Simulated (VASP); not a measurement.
# KMgBr3 (Pm-3m) in VASP: a series of runs

The runs below take KMgBr3 through single point, with PBE.

Program: VASP 6.6.1. These are calculated values, not measurements. Logs are shortened: lines on timing, memory, paths and dates and some standing lists are left out, and cuts for length are marked.

### Step 1. The cell of the first run

It takes space group Pm-3m (No. 221, cubic). The conventional cell has a = 5.303 Å, b = 5.303 Å, c = 5.303 Å, α = 90.00°, β = 90.00°, γ = 90.00°. Within 4.9 Å of K (site symmetry m-3m) lie 12 Br at 3.75 Å and 8 Mg at 4.59 Å. Mg (site symmetry m-3m) has 6 Br at 2.65 Å within 3.5 Å. Within 3.5 Å of Br (site symmetry 4/mmm) lie 2 Mg at 2.65 Å.

### Step 2. Single point, PBE

The input, INCAR:

```
PREC = Accurate
ENCUT = 520
EDIFF = 1E-6
ISMEAR = -1
SIGMA = 0.02
LREAL = False
LASPH = True
NELM = 60
ALGO = Normal
ISIF = 2
LWAVE = False
LCHARG = False
GGA = PE
NBANDS = 24
```

The input, KPOINTS:

```
regular mesh
0
Gamma
  6 6 6
```

The input, POSCAR:

```
KMgBr3
1.0
    5.3031670886      0.0000000000      0.0000000000
    0.0000000000      5.3031670886      0.0000000000
    0.0000000000      0.0000000000      5.3031670886
K Mg Br
1 1 3
Direct
    0.0000000000      0.0000000000      0.0000000000
    0.5000000000      0.5000000000      0.5000000000
    0.5000000000      0.5000000000      0.0000000000
    0.5000000000      0.0000000000      0.5000000000
    0.0000000000      0.5000000000      0.5000000000
```

Potentials or basis: VASP PAW PBE potentials, release 64 (K_sv, Mg, Br).

Launch:

```
> cat potpaw_PBE.64/K_sv/POTCAR potpaw_PBE.64/Mg/POTCAR potpaw_PBE.64/Br/POTCAR > POTCAR
> mpirun -np 1 vasp_std > vasp.out
```

OUTCAR:

```text
PREC = Accurate
   ENCUT = 520
   EDIFF = 1E-6
   ISMEAR = -1
   LREAL = False
   LASPH = True
   NELM = 60
   ISIF = 2
   GGA = PE

 ion  position               nearest neighbor table
   1  0.000  0.000  0.000-
   2  0.500  0.500  0.500-   3 2.65   4 2.65   5 2.65   3 2.65   4 2.65   5 2.65
   3  0.500  0.500  0.000-   2 2.65   2 2.65
   4  0.500  0.000  0.500-   2 2.65   2 2.65
   5  0.000  0.500  0.500-   2 2.65   2 2.65

  LATTYP: Found a simple cubic cell.
 ALAT       =     5.3031670886

  Lattice vectors:

 A1 = (   5.3031670886,   0.0000000000,   0.0000000000)
 A2 = (   0.0000000000,   5.3031670886,   0.0000000000)
 A3 = (   0.0000000000,   0.0000000000,   5.3031670886)

Analysis of symmetry for initial positions (statically):
=====================================================================
 Subroutine PRICEL returns:
 Original cell was already a primitive cell.

 Routine SETGRP: Setting up the symmetry group for a
 simple cubic supercell.

 Subroutine GETGRP returns: Found 48 space group operations
 (whereof 48 operations were pure point group operations)
 out of a pool of 48 trial point group operations.

The static configuration has the point symmetry O_h .

Analysis of symmetry for dynamics (positions and initial velocities):
=====================================================================
 Subroutine PRICEL returns:
 Original cell was already a primitive cell.

 Routine SETGRP: Setting up the symmetry group for a
 simple cubic supercell.

 Subroutine GETGRP returns: Found 48 space group operations
 (whereof 48 operations were pure point group operations)
 out of a pool of 48 trial point group operations.

The dynamic configuration has the point symmetry O_h .

 Subroutine INISYM returns: Found 48 space group operations
 (whereof 48 operations are pure point group operations),
 and found     1 'primitive' translations

----------------------------------------------------------------------------------------

                                     Primitive cell

  volume of cell :     149.1441

  direct lattice vectors                    reciprocal lattice vectors
     5.303167089  0.000000000  0.000000000     0.188566565  0.000000000  0.000000000
     0.000000000  5.303167089  0.000000000     0.000000000  0.188566565  0.000000000
     0.000000000  0.000000000  5.303167089     0.000000000  0.000000000  0.188566565

  length of vectors
     5.303167089  5.303167089  5.303167089     0.188566565  0.188566565  0.188566565

  position of ions in fractional coordinates (direct lattice)
     0.000000000  0.000000000  0.000000000
     0.500000000  0.500000000  0.500000000
     0.500000000  0.500000000  0.000000000
     0.500000000  0.000000000  0.500000000
     0.000000000  0.500000000  0.500000000

  ion indices of the primitive-cell ions
   primitive index   ion index
                 1           1
                 2           2
                 3           3
                 4           4
                 5           5

----------------------------------------------------------------------------------------

 KPOINTS: regular mesh

Automatic generation of k-mesh.
 Grid dimensions read from file:
 generate k-points for:    6    6    6

 Generating k-lattice:

  Cartesian coordinates                     Fractional coordinates (reciprocal lattice)
     0.031427761  0.000000000  0.000000000     0.166666667  0.000000000  0.000000000
     0.000000000  0.031427761  0.000000000     0.000000000  0.166666667  0.000000000
     0.000000000  0.000000000  0.031427761     0.000000000  0.000000000  0.166666667

  Length of vectors
     0.031427761  0.031427761  0.031427761

  Shift w.r.t. Gamma in fractional coordinates (k-lattice)
     0.000000000  0.000000000  0.000000000

 Subroutine IBZKPT returns following result:
 ===========================================

 Found     20 irreducible k-points:

 Following reciprocal coordinates:
            Coordinates               Weight
  0.000000  0.000000  0.000000      1.000000
  0.166667  0.000000  0.000000      6.000000
  0.333333  0.000000  0.000000      6.000000
  0.500000  0.000000  0.000000      3.000000
  0.166667  0.166667  0.000000     12.000000
  0.333333  0.166667  0.000000     24.000000
[... 12 lines left out ...]
  0.500000  0.500000  0.333333      6.000000
  0.500000  0.500000  0.500000      1.000000
   k-points           NKPTS =     20   k-points in BZ     NKDIM =     20   number of bands    NBANDS=     24
   number of dos      NEDOS =    301   number of ions     NIONS =      5
   total plane-waves  NPLWV =  64000
   dimension x,y,z NGX =    40 NGY =   40 NGZ =   40
   dimension x,y,z NGXF=    80 NGYF=   80 NGZF=   80
   ions per type =               1   1   3
   NGX,Y,Z   is equivalent  to a cutoff of  12.54, 12.54, 12.54 a.u.
   NGXF,Y,Z  is equivalent  to a cutoff of  25.08, 25.08, 25.08 a.u.
 SYSTEM =  unknown system
   PREC   = accura    normal or accurate (medium, high low for compatibility)
   ISTART =      0    job   : 0-new  1-cont  2-samecut
   ICHARG =      2    charge: 1-file 2-atom 10-const
   ISPIN  =      1    spin polarized calculation?
   LNONCOLLINEAR =      F non collinear calculations
   LSORBIT =      F    spin-orbit coupling
   LASPH  =      T    aspherical Exc in radial PAW
   ENCUT  =  520.0 eV  38.22 Ry    6.18 a.u.   9.86  9.86  9.86*2*pi/ulx,y,z
   NELM   =     60;   NELMIN=  2; NELMDL= -5     # of ELM steps
   EDIFF  = 0.1E-05   stopping-criterion for ELM
   LREAL  =      F    real-space projection
   EDIFFG = 0.1E-04   stopping-criterion for IOM
   NSW    =      0    number of steps for IOM
   IBRION =     -1    ionic relax: 0-MD 1-quasi-New 2-CG
   NFREE  =      0    steps in history (QN), initial steepest desc. (CG)
   ISIF   =      2    stress and relaxation
   ISYM   =      2    0-nonsym 1-usesym 2-fastsym
   POTIM  = 0.5000    time-step for ionic-motion
   TEBEG  =    0.0;   TEEND  =   0.0 temperature during run
   PSTRESS=    0.0 pullay stress
   NELECT =      32.0000    total number of electrons
   NUPDOWN=      -1.0000    fix difference up-down
   EMIN   =  10.00;   EMAX   =-10.00  energy-range for DOS
   EFERMI =   0.00;   METHOD = LEGACY
   ISMEAR =    -1;   SIGMA  =   0.02  broadening in eV -4-tet -1-fermi 0-gaus
   EFERMI_NEDOS =   21; number of points for ismear=-14 and -15
   IALGO  =     38    algorithm
   IMIX   =      4    mixing-type and parameters
     AMIX     =   0.40;   BMIX     =  1.00
     AMIX_MAG =   1.60;   BMIX_MAG =  1.00
  volume/ion in A,a.u.               =      29.83       201.29
  Fermi-wavevector in a.u.,A,eV,Ry     =   0.980068  1.852060 13.068847  0.960533
  Thomas-Fermi vector in A             =   2.110970
   LORBIT       =      0    0 simple, 1 ext, 2 COOP (PROOUT), +10 PAW based schemes
   GGA     = PE    functional components
   LHFCALC =     F    Hartree Fock is set to
   AEXX    =    0.0000 exact exchange contribution
   IVDW    =     0    specifies the selected vdW correction
   LEPSILON=     F    determine dielectric tensor
   LRPA    =     F    only Hartree local field effects (RPA)
 non-spin polarized calculation
  energy-cutoff  :      520.00
  volume of cell :      149.14
 maximum number of plane-waves:      4052
 NGX is ok and might be reduce to    40
   NGX = 19   NGY = 19   NGZ = 19

 number of electron      31.9999992 magnetization

 Free energy of the ion-electron system (eV)
  ---------------------------------------------------
  ext. energy  EPLUGINS =         0.00000000
  ---------------------------------------------------
  free energy    TOTEN  =       -15.25375227 eV

  energy without entropy =      -15.25375227  energy(sigma->0) =      -15.25375227

 E-fermi :   0.4400     XC(G=0):  -8.0264

 val. band max:       -0.0334792179   @ k =   0.5000   0.5000   0.5000
 cond. band min:       2.7295870126   @ k =   0.0000   0.0000   0.0000
 fundamental gap:      2.7630662305
 Fermi energy:         0.4400011891

 k-point     1 :       0.0000    0.0000    0.0000
  band No.  band energies     occupation
      1     -28.8354      2.00000
      2     -13.8373      2.00000
      3     -13.0747      2.00000
      4     -13.0747      2.00000
      5     -12.3041      2.00000
      6     -12.3041      2.00000
[... 16 lines left out ...]
     23       6.4960      0.00000
     24       9.4717      0.00000

 k-point     2 :       0.1667    0.0000    0.0000
  band No.  band energies     occupation
      1     -28.8353      2.00000
      2     -13.8003      2.00000
      3     -13.1259      2.00000
      4     -13.0731      2.00000
      5     -12.3036      2.00000
      6     -12.3036      2.00000
[... 16 lines left out ...]
     23       6.8210      0.00000
     24       9.1143      0.00000

 k-point     3 :       0.3333    0.0000    0.0000
  band No.  band energies     occupation
      1     -28.8352      2.00000
      2     -13.7064      2.00000
      3     -13.2452      2.00000
      4     -13.0699      2.00000
      5     -12.3025      2.00000
      6     -12.3025      2.00000
[... 16 lines left out ...]
     23       7.6625      0.00000
     24       8.3672      0.00000

 k-point     4 :       0.5000    0.0000    0.0000
  band No.  band energies     occupation
      1     -28.8351      2.00000
      2     -13.6367      2.00000
      3     -13.3263      2.00000
      4     -13.0683      2.00000
      5     -12.3019      2.00000
      6     -12.3019      2.00000
[... 16 lines left out ...]
     23       8.0416      0.00000
     24       8.6453      0.00000

 k-point     5 :       0.1667    0.1667    0.0000
  band No.  band energies     occupation
      1     -28.8353      2.00000
      2     -13.7636      2.00000
      3     -13.1464      2.00000
      4     -13.0982      2.00000
      5     -12.3031      2.00000
      6     -12.2959      2.00000
[... 16 lines left out ...]
     23       7.2004      0.00000
     24       8.9836      0.00000

 k-point     6 :       0.3333    0.1667    0.0000
  band No.  band energies     occupation
      1     -28.8351      2.00000
      2     -13.6694      2.00000
      3     -13.2500      2.00000
      4     -13.1041      2.00000
      5     -12.3020      2.00000
      6     -12.2957      2.00000
[... 16 lines left out ...]
     23       7.8732      0.00000
     24       8.4505      0.00000
[... 271 lines left out ...]
 k-point    17 :       0.3333    0.3333    0.3333
  band No.  band energies     occupation
      1     -28.8348      2.00000
      2     -13.4684      2.00000
      3     -13.2580      2.00000
      4     -13.2580      2.00000
      5     -12.3040      2.00000
      6     -12.3040      2.00000
[... 16 lines left out ...]
     23       8.1105      0.00000
     24       8.9231      0.00000

 k-point    18 :       0.5000    0.3333    0.3333
  band No.  band energies     occupation
      1     -28.8348      2.00000
      2     -13.3974      2.00000
      3     -13.3220      2.00000
      4     -13.2507      2.00000
      5     -12.3108      2.00000
      6     -12.2979      2.00000
[... 16 lines left out ...]
     23       8.4842      0.00000
     24       8.5467      0.00000

 k-point    19 :       0.5000    0.5000    0.3333
  band No.  band energies     occupation
      1     -28.8347      2.00000
      2     -13.3173      2.00000
      3     -13.3166      2.00000
      4     -13.3166      2.00000
      5     -12.3103      2.00000
      6     -12.3051      2.00000
[... 16 lines left out ...]
     23       8.1679      0.00000
     24       8.6854      0.00000

 k-point    20 :       0.5000    0.5000    0.5000
  band No.  band energies     occupation
      1     -28.8347      2.00000
      2     -13.3080      2.00000
      3     -13.3080      2.00000
      4     -13.3080      2.00000
      5     -12.3137      2.00000
      6     -12.3137      2.00000
[... 16 lines left out ...]
     23       8.2061      0.00000
     24       8.8984      0.00000

------------------------ aborting loop because EDIFF is reached ----------------------------------------

  FORCE on cell =-STRESS in cart. coord.  units (eV):
  Direction    XX          YY          ZZ          XY          YZ          ZX
  --------------------------------------------------------------------------------------
  -------------------------------------------------------------------------------------
  Total        0.7588977      0.7588977      0.7588977      0.0000000      0.0000000     -0.0000000
  in kB        8.1524455      8.1524455      8.1524455      0.0000000      0.0000000     -0.0000000
  external PRESSURE =       8.1524455 kB  Pullay stress =       0.0000000 kB

 VOLUME and BASIS-vectors are now :
 -----------------------------------------------------------------------------
  energy-cutoff  :      520.00
  volume of cell :      149.14
      direct lattice vectors                 reciprocal lattice vectors
     5.303167089  0.000000000  0.000000000     0.188566565  0.000000000  0.000000000
     0.000000000  5.303167089  0.000000000     0.000000000  0.188566565  0.000000000
     0.000000000  0.000000000  5.303167089     0.000000000  0.000000000  0.188566565

 POSITION                                       TOTAL-FORCE (eV/Angst)
 -----------------------------------------------------------------------------------
      0.00000      0.00000      0.00000         0.000000      0.000000      0.000000
      2.65158      2.65158      2.65158         0.000000      0.000000      0.000000
      2.65158      2.65158      0.00000         0.000000      0.000000      0.000000
      2.65158      0.00000      2.65158         0.000000      0.000000      0.000000
      0.00000      2.65158      2.65158         0.000000      0.000000      0.000000
 -----------------------------------------------------------------------------------
    total drift:                                0.000000     -0.000000     -0.000000

  FREE ENERGIE OF THE ION-ELECTRON SYSTEM (eV)
  ---------------------------------------------------
  free  energy   TOTEN  =       -15.2537522690 eV

  energy  without entropy=      -15.2537522690  energy(sigma->0) =      -15.25375227
```

It took 31 s on 1 thread of Intel Xeon 6975P-C (Granite Rapids), shared host; peak memory 0.27 GiB.

Results:

```
Free energy            : -15.2538 eV
Pressure               : 0.8 GPa
Band gap on the k mesh : 2.76 eV, indirect (least direct gap 3.25 eV)
```

A k mesh can miss the band edges.

### Step 3. Single point, PBE (strain +3.0%)

The input, INCAR:

```
SYSTEM = KMgBr3
PREC = Accurate
ENCUT = 520
EDIFF = 1E-6
ISMEAR = -1
SIGMA = 0.02
LREAL = .False.
LASPH = .True.
NELM = 100
ALGO = Normal
ISIF = 2
LWAVE = .False.
LCHARG = .False.
GGA = PE
NBANDS = 24
```

The input, KPOINTS:

```
regular mesh
0
Gamma
  6 6 6
  0 0 0
```

POSCAR: that of step 2 with these lines changed.

```diff
@@ -2,5 +2,5 @@
 1.0
-    5.3031670886      0.0000000000      0.0000000000
-    0.0000000000      5.3031670886      0.0000000000
-    0.0000000000      0.0000000000      5.3031670886
+    5.4622621013      0.0000000000      0.0000000000
+    0.0000000000      5.4622621013      0.0000000000
+    0.0000000000      0.0000000000      5.4622621013
 K Mg Br
```

Potentials or basis: VASP PAW PBE potentials, release 64 (K_sv, Mg, Br).

Launch:

```
> cat potpaw_PBE.64/K_sv/POTCAR potpaw_PBE.64/Mg/POTCAR potpaw_PBE.64/Br/POTCAR > POTCAR
> mpirun -np 1 vasp_std > vasp.out
```

Run time: 38 s. Hardware: 1 thread of Intel Xeon 6975P-C (Granite Rapids), shared host; peak memory 0.3 GiB.

Results (log left out):

```
Free energy            : -15.2263 eV
Pressure               : -1.3 GPa
Band gap on the k mesh : 2.43 eV, indirect (least direct gap 2.88 eV)
```

Levels at points of the mesh, in eV from the valence-band top:
```
           k point  band 12  band 13  band 14  band 15  band 16  band 17  band 18  band 19  band 20  band 21
(0.00, 0.00, 0.00)    -0.69    -0.69    -0.44    -0.44    -0.44     2.43     4.29     6.25     6.25     6.66
(0.50, 0.00, 0.00)    -1.05    -1.05    -0.88    -0.56    -0.56     4.54     6.15     6.27     7.59     7.59
(0.50, 0.50, 0.00)    -1.15    -1.07    -1.07    -1.03    -0.02     6.35     6.57     6.57     6.81     7.80
(0.50, 0.50, 0.50)    -1.01    -1.01     0.00     0.00     0.00     5.35     5.56     5.56     5.56     8.14
```

Caveat: the cell differs from its parent crystal (strain +3.0%). A k mesh can miss the band edges.
